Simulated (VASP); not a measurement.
# Ag (Fm-3m) in VASP: further runs

Aim: see how the results for Ag move with the level of theory and the settings. Levels: LDA, PBE. Tasks: single point.

All numbers are computed with VASP 6.6.1; they aren't measurements. Logs are shortened: lines on timing, memory, paths and dates and some standing lists are left out, and cuts for length are marked.

## Step 1: The cell of the first run

It takes space group Fm-3m (No. 225, cubic). Conventional cell: a = 4.058 Å, b = 4.058 Å, c = 4.058 Å, α = 90.00°, β = 90.00°, γ = 90.00°. Within 3.8 Å of Ag (site symmetry m-3m) lie 12 Ag at 2.87 Å.

## Step 2: Single point, LDA

The input, INCAR:

```
SYSTEM = Ag
PREC = Accurate
ENCUT = 520
EDIFF = 1E-6
ISMEAR = -1
SIGMA = 0.05
LREAL = .False.
LASPH = .True.
NELM = 60
ALGO = Normal
ISIF = 2
LWAVE = .False.
LCHARG = .False.
NBANDS = 12
```

The input, KPOINTS:

```
Automatic mesh
0
Gamma
  11 11 11
  0 0 0
```

The input, POSCAR:

```
Ag
1.0
    0.0000000000      2.0290398554      2.0290398554
    2.0290398554      0.0000000000      2.0290398554
    2.0290398554      2.0290398554      0.0000000000
Ag
1
Direct
    0.0000000000      0.0000000000      0.0000000000
```

Potentials or basis: VASP PAW LDA potentials, release 64 (Ag).

Launch:

```console
> cat potpaw_LDA.64/Ag/POTCAR > POTCAR
> mpirun -np 1 vasp_std > vasp.out
```

OUTCAR:

```text
SYSTEM = Ag
   PREC = Accurate
   ENCUT = 520
   EDIFF = 1E-6
   ISMEAR = -1
   LREAL = .False.
   LASPH = .True.
   NELM = 60
   ISIF = 2

 ion  position               nearest neighbor table
   1  0.000  0.000  0.000-

  LATTYP: Found a face centered cubic cell.
 ALAT       =     4.0580797108

  Lattice vectors:

 A1 = (   0.0000000000,   2.0290398554,   2.0290398554)
 A2 = (   2.0290398554,   0.0000000000,   2.0290398554)
 A3 = (   2.0290398554,   2.0290398554,   0.0000000000)

Analysis of symmetry for initial positions (statically):
=====================================================================
 Subroutine PRICEL returns:
 Original cell was already a primitive cell.

 Routine SETGRP: Setting up the symmetry group for a
 face centered cubic supercell.

 Subroutine GETGRP returns: Found 48 space group operations
 (whereof 48 operations were pure point group operations)
 out of a pool of 48 trial point group operations.

The static configuration has the point symmetry O_h .

Analysis of symmetry for dynamics (positions and initial velocities):
=====================================================================
 Subroutine PRICEL returns:
 Original cell was already a primitive cell.

 Routine SETGRP: Setting up the symmetry group for a
 face centered cubic supercell.

 Subroutine GETGRP returns: Found 48 space group operations
 (whereof 48 operations were pure point group operations)
 out of a pool of 48 trial point group operations.

The dynamic configuration has the point symmetry O_h .

 Subroutine INISYM returns: Found 48 space group operations
 (whereof 48 operations are pure point group operations),
 and found     1 'primitive' translations

----------------------------------------------------------------------------------------

                                     Primitive cell

  volume of cell :      16.7071

  direct lattice vectors                    reciprocal lattice vectors
     0.000000000  2.029039855  2.029039855    -0.246421971  0.246421971  0.246421971
     2.029039855  0.000000000  2.029039855     0.246421971 -0.246421971  0.246421971
     2.029039855  2.029039855  0.000000000     0.246421971  0.246421971 -0.246421971

  length of vectors
     2.869495682  2.869495682  2.869495682     0.426815374  0.426815374  0.426815374

  position of ions in fractional coordinates (direct lattice)
     0.000000000  0.000000000  0.000000000

  ion indices of the primitive-cell ions
   primitive index   ion index
                 1           1

----------------------------------------------------------------------------------------

 KPOINTS: Automatic mesh

Automatic generation of k-mesh.
 Grid dimensions read from file:
 generate k-points for:   11   11   11

 Generating k-lattice:

  Cartesian coordinates                     Fractional coordinates (reciprocal lattice)
    -0.022401997  0.022401997  0.022401997     0.090909091  0.000000000  0.000000000
     0.022401997 -0.022401997  0.022401997     0.000000000  0.090909091  0.000000000
     0.022401997  0.022401997 -0.022401997     0.000000000  0.000000000  0.090909091

  Length of vectors
     0.038801398  0.038801398  0.038801398

  Shift w.r.t. Gamma in fractional coordinates (k-lattice)
     0.000000000  0.000000000  0.000000000

 Subroutine IBZKPT returns following result:
 ===========================================

 Found     56 irreducible k-points:

 Following reciprocal coordinates:
            Coordinates               Weight
  0.000000  0.000000  0.000000      1.000000
  0.090909  0.000000  0.000000      8.000000
  0.181818  0.000000  0.000000      8.000000
  0.272727  0.000000  0.000000      8.000000
  0.363636  0.000000  0.000000      8.000000
  0.454545  0.000000  0.000000      8.000000
[... 16 lines left out ...]
 -0.272727  0.181818  0.000000     24.000000
 -0.181818  0.181818  0.000000     12.000000
 [... further k-points ...]
   k-points           NKPTS =     56   k-points in BZ     NKDIM =     56   number of bands    NBANDS=     12
   number of dos      NEDOS =    301   number of ions     NIONS =      1
   total plane-waves  NPLWV =  13824
   dimension x,y,z NGX =    24 NGY =   24 NGZ =   24
   dimension x,y,z NGXF=    48 NGYF=   48 NGZF=   48
   ions per type =               1
   NGX,Y,Z   is equivalent  to a cutoff of  13.90, 13.90, 13.90 a.u.
   NGXF,Y,Z  is equivalent  to a cutoff of  27.81, 27.81, 27.81 a.u.
 SYSTEM =  Ag
   PREC   = accura    normal or accurate (medium, high low for compatibility)
   ISTART =      0    job   : 0-new  1-cont  2-samecut
   ICHARG =      2    charge: 1-file 2-atom 10-const
   ISPIN  =      1    spin polarized calculation?
   LNONCOLLINEAR =      F non collinear calculations
   LSORBIT =      F    spin-orbit coupling
   LASPH  =      T    aspherical Exc in radial PAW
   ENCUT  =  520.0 eV  38.22 Ry    6.18 a.u.   5.34  5.34  5.34*2*pi/ulx,y,z
   NELM   =     60;   NELMIN=  2; NELMDL= -5     # of ELM steps
   EDIFF  = 0.1E-05   stopping-criterion for ELM
   LREAL  =      F    real-space projection
   EDIFFG = 0.1E-04   stopping-criterion for IOM
   NSW    =      0    number of steps for IOM
   IBRION =     -1    ionic relax: 0-MD 1-quasi-New 2-CG
   NFREE  =      0    steps in history (QN), initial steepest desc. (CG)
   ISIF   =      2    stress and relaxation
   ISYM   =      2    0-nonsym 1-usesym 2-fastsym
   POTIM  = 0.5000    time-step for ionic-motion
   TEBEG  =    0.0;   TEEND  =   0.0 temperature during run
   PSTRESS=    0.0 pullay stress
   NELECT =      11.0000    total number of electrons
   NUPDOWN=      -1.0000    fix difference up-down
   EMIN   =  10.00;   EMAX   =-10.00  energy-range for DOS
   EFERMI =   0.00;   METHOD = LEGACY
   ISMEAR =    -1;   SIGMA  =   0.05  broadening in eV -4-tet -1-fermi 0-gaus
   EFERMI_NEDOS =   21; number of points for ismear=-14 and -15
   IALGO  =     38    algorithm
   IMIX   =      4    mixing-type and parameters
     AMIX     =   0.40;   BMIX     =  1.00
     AMIX_MAG =   1.60;   BMIX_MAG =  1.00
  volume/ion in A,a.u.               =      16.71       112.75
  Fermi-wavevector in a.u.,A,eV,Ry     =   1.424203  2.691353 27.597424  2.028353
  Thomas-Fermi vector in A             =   2.544719
   LORBIT       =      0    0 simple, 1 ext, 2 COOP (PROOUT), +10 PAW based schemes
   GGA     = CA    functional components
   LHFCALC =     F    Hartree Fock is set to
   AEXX    =    0.0000 exact exchange contribution
   IVDW    =     0    specifies the selected vdW correction
   LEPSILON=     F    determine dielectric tensor
   LRPA    =     F    only Hartree local field effects (RPA)
 non-spin polarized calculation
  energy-cutoff  :      520.00
  volume of cell :       16.71
 maximum number of plane-waves:       462
 NGX is ok and might be reduce to    24
   NGX = 11   NGY = 11   NGZ = 11

 number of electron      11.0000000 magnetization

 Free energy of the ion-electron system (eV)
  ---------------------------------------------------
  ext. energy  EPLUGINS =         0.00000000
  ---------------------------------------------------
  free energy    TOTEN  =        -3.77583391 eV

  energy without entropy =       -3.77334842  energy(sigma->0) =       -3.77459116

 E-fermi :   8.6438     XC(G=0): -12.7046

 val. band max:        8.5987343772   @ k =  -0.4545   0.0909   0.0000
 cond. band min:       8.6909427940   @ k =   0.4545   0.3636   0.0000
 fundamental gap:      0.0922084168
 Fermi energy:         8.6437525806

 k-point     1 :       0.0000    0.0000    0.0000
  band No.  band energies     occupation
      1       0.4568      2.00000
      2       3.5804      2.00000
      3       3.5804      2.00000
      4       3.5804      2.00000
      5       4.6727      2.00000
      6       4.6727      2.00000
      7      24.4985      0.00000
      8      28.1220      0.00000
      9      28.1220      0.00000
     10      28.1220      0.00000
     11      33.1926      0.00000
     12      34.3044      0.00000

 k-point     2 :       0.0909    0.0000    0.0000
  band No.  band energies     occupation
      1       0.7166      2.00000
      2       3.5220      2.00000
      3       3.6518      2.00000
      4       3.6518      2.00000
      5       4.6471      2.00000
      6       4.6471      2.00000
      7      24.4923      0.00000
      8      26.3536      0.00000
      9      28.2425      0.00000
     10      28.2425      0.00000
     11      32.7222      0.00000
     12      33.9158      0.00000

 k-point     3 :       0.1818    0.0000    0.0000
  band No.  band energies     occupation
      1       1.3954      2.00000
      2       3.4780      2.00000
      3       3.7806      2.00000
      4       3.7806      2.00000
      5       4.6557      2.00000
      6       4.6557      2.00000
      7      22.3172      0.00000
      8      25.4036      0.00000
      9      28.4175      0.00000
     10      28.4175      0.00000
     11      31.4332      0.00000
     12      32.7413      0.00000
[... 286 lines left out ...]
 k-point    23 :      -0.2727    0.1818    0.0000
  band No.  band energies     occupation
      1       2.6726      2.00000
      2       3.3921      2.00000
      3       3.8238      2.00000
      4       4.0924      2.00000
      5       4.6854      2.00000
      6       7.0844      2.00000
      7      17.1921      0.00000
      8      20.3824      0.00000
      9      25.8897      0.00000
     10      27.4696      0.00000
     11      30.7436      0.00000
     12      33.3928      0.00000

 k-point    24 :      -0.1818    0.1818    0.0000
  band No.  band energies     occupation
      1       2.5495      2.00000
      2       3.1576      2.00000
      3       3.7993      2.00000
      4       4.2232      2.00000
      5       4.2618      2.00000
      6       5.8299      2.00000
      7      20.4748      0.00000
      8      20.9210      0.00000
      9      27.1812      0.00000
     10      28.9661      0.00000
     11      29.7473      0.00000
     12      33.2767      0.00000

 [... further k-points ...]
[... 5 lines left out ...]
  --------------------------------------------------------------------------------------
  -------------------------------------------------------------------------------------
  Total       -0.5640587     -0.5640587     -0.5640587      0.0000000      0.0000000     -0.0000000
  in kB      -54.0920158    -54.0920158    -54.0920158      0.0000000      0.0000000     -0.0000000
  external PRESSURE =     -54.0920158 kB  Pullay stress =       0.0000000 kB

 VOLUME and BASIS-vectors are now :
 -----------------------------------------------------------------------------
  energy-cutoff  :      520.00
  volume of cell :       16.71
      direct lattice vectors                 reciprocal lattice vectors
     0.000000000  2.029039855  2.029039855    -0.246421971  0.246421971  0.246421971
     2.029039855  0.000000000  2.029039855     0.246421971 -0.246421971  0.246421971
     2.029039855  2.029039855  0.000000000     0.246421971  0.246421971 -0.246421971

 POSITION                                       TOTAL-FORCE (eV/Angst)
 -----------------------------------------------------------------------------------
      0.00000      0.00000      0.00000        -0.000000     -0.000000      0.000000
 -----------------------------------------------------------------------------------
    total drift:                               -0.000000     -0.000000     -0.000000

  FREE ENERGIE OF THE ION-ELECTRON SYSTEM (eV)
  ---------------------------------------------------
  free  energy   TOTEN  =        -3.7758339104 eV

  energy  without entropy=       -3.7733484188  energy(sigma->0) =       -3.77459116
```

Wall time 10 s (1 thread of AMD EPYC 7R43 (Zen 3), shared host); peak memory 0.09 GiB.

What came out:

* Free energy: -3.7758 eV
* Pressure: -5.4 GPa

## Step 3: Single point, LDA

This run uses another cell than the first one, of 17.73 Å³/atom, 1.061 times its volume.

The input, INCAR:

```
SYSTEM = Ag
ALGO = Fast
EDIFF = 1E-6
ENCUT = 520
ISIF = 2
ISMEAR = -1
LASPH = .True.
LCHARG = .False.
LREAL = .False.
LWAVE = .False.
NBANDS = 12
NELM = 100
PREC = Accurate
SIGMA = 0.05
```

The input, KPOINTS:

```
k-points
0
Gamma
  11 11 11
  0 0 0
```

The input, POSCAR:

```
Ag
1.0
    0.0000000000      2.0696313722      2.0696313722
    2.0696313722      0.0000000000      2.0696313722
    2.0696313722      2.0696313722      0.0000000000
Ag
1
Direct
    0.0000000000      0.0000000000      0.0000000000
```

Potentials or basis: VASP PAW LDA potentials, release 64 (Ag).

Launch:

```console
> cat potpaw_LDA.64/Ag/POTCAR > POTCAR
> mpirun -np 1 vasp_std > vasp.out
```

Wall time 12 s (1 thread of AMD EPYC 7R43 (Zen 3), shared host); peak memory 0.1 GiB.

Results (log left out):

| Item | Value |
| --- | --- |
| Free energy | -3.7237 eV |
| Pressure | -10.6 GPa |

Levels at points of the mesh, in eV from the Fermi level:
```tsv
k point	band 2	band 3	band 4	band 5	band 6	band 7	band 8	band 9	band 10	band 11
(0.00, 0.00, 0.00)	-4.88	-4.88	-4.88	-3.90	-3.90	15.70	18.96	18.96	18.96	23.89
```

## Step 4: Single point, PBE

This run uses another cell than the first one, of 17.73 Å³/atom, 1.061 times its volume.

The input, INCAR:

```
  PREC = Accurate
  ENCUT = 520
  EDIFF = 1E-6
  ISMEAR = -1
  SIGMA = 0.05
  LREAL = F
  LASPH = T
  NELM = 100
  ALGO = Normal
  ISIF = 2
  LWAVE = F
  LCHARG = F
  GGA = PE
  NBANDS = 12
```

The input, KPOINTS:

```
regular mesh
0
Gamma
  11 11 11
```

POSCAR is that of step 3.

Potentials or basis: VASP PAW PBE potentials, release 64 (Ag).

Launch:

```console
> cat potpaw_PBE.64/Ag/POTCAR > POTCAR
> mpirun -np 1 vasp_std > vasp.out
```

OUTCAR:

```text
PREC = Accurate
   ENCUT = 520
   EDIFF = 1E-6
   ISMEAR = -1
   LREAL = F
   LASPH = T
   NELM = 100
   ISIF = 2
   GGA = PE

 ion  position               nearest neighbor table
   1  0.000  0.000  0.000-

  LATTYP: Found a face centered cubic cell.
 ALAT       =     4.1392627444

  Lattice vectors:

 A1 = (   0.0000000000,   2.0696313722,   2.0696313722)
 A2 = (   2.0696313722,   0.0000000000,   2.0696313722)
 A3 = (   2.0696313722,   2.0696313722,   0.0000000000)

Analysis of symmetry for initial positions (statically):
=====================================================================
 Subroutine PRICEL returns:
 Original cell was already a primitive cell.

 Routine SETGRP: Setting up the symmetry group for a
 face centered cubic supercell.

 Subroutine GETGRP returns: Found 48 space group operations
 (whereof 48 operations were pure point group operations)
 out of a pool of 48 trial point group operations.

The static configuration has the point symmetry O_h .

Analysis of symmetry for dynamics (positions and initial velocities):
=====================================================================
 Subroutine PRICEL returns:
[... 169 lines left out ...]
      6       4.1877      2.00000
      7      23.8325      0.00000
      8      27.1798      0.00000
      9      27.1798      0.00000
     10      27.1798      0.00000
     11      31.8951      0.00000
     12      32.7880      0.00000
[... 331 lines left out ...]
 k-point    24 :      -0.1818    0.1818    0.0000
  band No.  band energies     occupation
      1       2.3756      2.00000
      2       2.8551      2.00000
      3       3.4348      2.00000
      4       3.7984      2.00000
      5       3.8285      2.00000
      6       5.2877      2.00000
      7      19.5354      0.00000
      8      19.9136      0.00000
      9      26.2336      0.00000
     10      28.0568      0.00000
     11      28.4828      0.00000
     12      31.8995      0.00000

 [... further k-points ...]

------------------------ aborting loop because EDIFF is reached ----------------------------------------

  FORCE on cell =-STRESS in cart. coord.  units (eV):
  Direction    XX          YY          ZZ          XY          YZ          ZX
  --------------------------------------------------------------------------------------
  -------------------------------------------------------------------------------------
  Total        0.0273098      0.0273098      0.0273098      0.0000000      0.0000000     -0.0000000
  in kB        2.4678573      2.4678573      2.4678573      0.0000000      0.0000000     -0.0000000
  external PRESSURE =       2.4678573 kB  Pullay stress =       0.0000000 kB

 VOLUME and BASIS-vectors are now :
 -----------------------------------------------------------------------------
  energy-cutoff  :      520.00
  volume of cell :       17.73
      direct lattice vectors                 reciprocal lattice vectors
     0.000000000  2.069631372  2.069631372    -0.241588916  0.241588916  0.241588916
     2.069631372  0.000000000  2.069631372     0.241588916 -0.241588916  0.241588916
     2.069631372  2.069631372  0.000000000     0.241588916  0.241588916 -0.241588916

 POSITION                                       TOTAL-FORCE (eV/Angst)
 -----------------------------------------------------------------------------------
      0.00000      0.00000      0.00000        -0.000000     -0.000000      0.000000
 -----------------------------------------------------------------------------------
    total drift:                               -0.000000      0.000000      0.000000

  FREE ENERGIE OF THE ION-ELECTRON SYSTEM (eV)
  ---------------------------------------------------
  free  energy   TOTEN  =        -2.7201440164 eV

  energy  without entropy=       -2.7165544945  energy(sigma->0) =       -2.71834926
```

OSZICAR:

```text
N       E                     dE             d eps       ncg     rms          rms(c)
DAV:   1     0.532599317767E+02    0.53260E+02   -0.54562E+03  1344   0.822E+02
DAV:   2    -0.216704829440E+01   -0.55427E+02   -0.52486E+02  1536   0.195E+02
DAV:   3    -0.296462243783E+01   -0.79757E+00   -0.79729E+00  1608   0.250E+01
DAV:   4    -0.296711775164E+01   -0.24953E-02   -0.24952E-02  1548   0.146E+00
DAV:   5    -0.296713875527E+01   -0.21004E-04   -0.21003E-04  1616   0.118E-01    0.470E+00
DAV:   6    -0.272945823490E+01    0.23768E+00   -0.95902E-01  1480   0.871E+00    0.310E+00
DAV:   7    -0.272269899685E+01    0.67592E-02   -0.81472E-03  1576   0.862E-01    0.178E+00
DAV:   8    -0.272013215864E+01    0.25668E-02   -0.70159E-04  1504   0.205E-01    0.868E-02
DAV:   9    -0.272013855267E+01   -0.63940E-05   -0.74503E-06  1592   0.196E-02    0.252E-02
DAV:  10    -0.272014445636E+01   -0.59037E-05   -0.40371E-06  1532   0.191E-02    0.567E-03
DAV:  11    -0.272014401644E+01    0.43992E-06   -0.67230E-08   860   0.210E-03
   1 F= -.27201440E+01 E0= -.27183493E+01  d E =-.358952E-02
```

Wall time 11 s (1 thread of AMD EPYC 7R43 (Zen 3), shared host); peak memory 0.11 GiB.

Results:

```yaml
Free_energy: -2.7201 eV
Pressure: 0.2 GPa
```

Levels at points of the mesh, in eV from the Fermi level:
```csv
k point,band 2,band 3,band 4,band 5,band 6,band 7,band 8,band 9,band 10,band 11
"(0.00, 0.00, 0.00)",-4.94,-4.94,-4.94,-3.98,-3.98,15.67,19.02,19.02,19.02,23.73
```

## Step 5: The runs side by side

```tsv
level	potentials or basis	cell	gap on the mesh (eV)	pressure (GPa)
LDA	VASP PAW LDA potentials, release 64 (Ag)	a = 2.869 Å, angles 60.0°, 1 atom	none	-5.4
LDA	VASP PAW LDA potentials, release 64 (Ag)	a = 2.927 Å, angles 60.0°, 1 atom	none	-10.6
PBE	VASP PAW PBE potentials, release 64 (Ag)	a = 2.927 Å, angles 60.0°, 1 atom	none	0.2
```

Alike in all rows: task single point; no spin polarisation; k mesh 11 × 11 × 11; cutoff (eV) 520; smearing fermi-dirac 0.05 eV.

Total energies depend on the potentials used, so only differences within one code and one set of settings carry meaning.
